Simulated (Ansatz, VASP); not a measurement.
SnSe2 in VASP and in Ansatz

INCAR

```
ALGO     = Normal         # electronic algorithm
EDIFF    = 1E-6           # SCF threshold, eV
EDIFFG   = -0.005         # ionic threshold
ENCUT    = 600            # plane-wave cutoff, eV
GGA      = CA             # functional
IBRION   = 2              # ionic algorithm
ISIF     = 3              # what is computed and relaxed
ISMEAR   = 0              # smearing method
LASPH    = True           # aspherical terms in the spheres
LCHARG   = False          # write CHGCAR
LREAL    = False          # projectors in reciprocal space
LWAVE    = False          # write WAVECAR
NELM     = 100            # most SCF steps
NSW      = 100            # ionic steps
PREC     = Accurate       # precision mode
SIGMA    = 0.01           # smearing width, eV
```

KPOINTS

```
k-points
0
Gamma
  12 12 6
```

POSCAR

```
SnSe2
1.0
    3.8001141666      0.0000000000      0.0000000000
   -1.9000570833      3.2909954056      0.0000000000
    0.0000000000      0.0000000000      5.8956540218
Sn Se
1 2
Direct
    0.0000000000      0.0000000000      0.0000000000
    0.3333333333      0.6666666667      0.2673774262
    0.6666666667      0.3333333333      0.7326225738
```

Input for Ansatz:

```yaml
crystal:
  lattice:
    - [3.8001141666, 0.0, 0.0]
    - [-1.9000570833, 3.2909954056, 0.0]
    - [0.0, 0.0, 5.8956540218]
  atoms:
    - { symbol: Sn, position: [0.0, 0.0, 0.0] }
    - { symbol: Se, position: [0.3333333333, 0.6666666667, 0.2673774262] }
    - { symbol: Se, position: [0.6666666667, 0.3333333333, 0.7326225738] }
basis:
  ecutwfc: 420
kpoints:
  mp_grid: { grid: [12, 12, 6] }
hamiltonian:
  xc: lda
scf:
  occupations: { method: gaussian, width: 0.01 }
output:
  forces: true
  stress: true
  eigenvalues: true
  write_density: true
  write_potential: true
  elf: true
  volumetric_format: npy
relax:
  adjacent_minimum: "off"
  f_tol: 0.005
  max_steps: 80
  cell: { stress_tol: 0.05 }
```

Alike in both runs: task relaxation of cell and atoms; functional LDA; k mesh 12 × 12 × 6; occupations gaussian, width 0.01 eV; no spin polarisation.

|  | VASP | Ansatz |
| --- | --- | --- |
| version | VASP 6.6.1 | Ansatz 0.2.0 |
| potentials or method | VASP PAW LDA potentials, release 64 (Sn_d, Se), cutoff 600 eV | scalar-relativistic, plane waves, PAW |
| valence electrons in the cell | 26 | 46 |

Ansatz gave:

* gap on the k mesh at the Fermi level, each at its own relaxed structure (eV): 0.17
* relaxed volume (Å³/atom): 24.57
* relaxed cell length with the largest relative difference (Å): 5.894

**Question.** What did VASP give for the same quantities?

**Answer.** gap on the k mesh at the Fermi level, each at its own relaxed structure (eV): 0.18; relaxed volume (Å³/atom): 24.64; relaxed cell length with the largest relative difference (Å): 5.901.

LDA's correlation is that of Perdew and Zunger in VASP and of Perdew and Wang (1992) in Ansatz. VASP's potentials hold 26 valence electrons a cell and Ansatz's 46, so a difference there can come from the potentials and not from the codes.
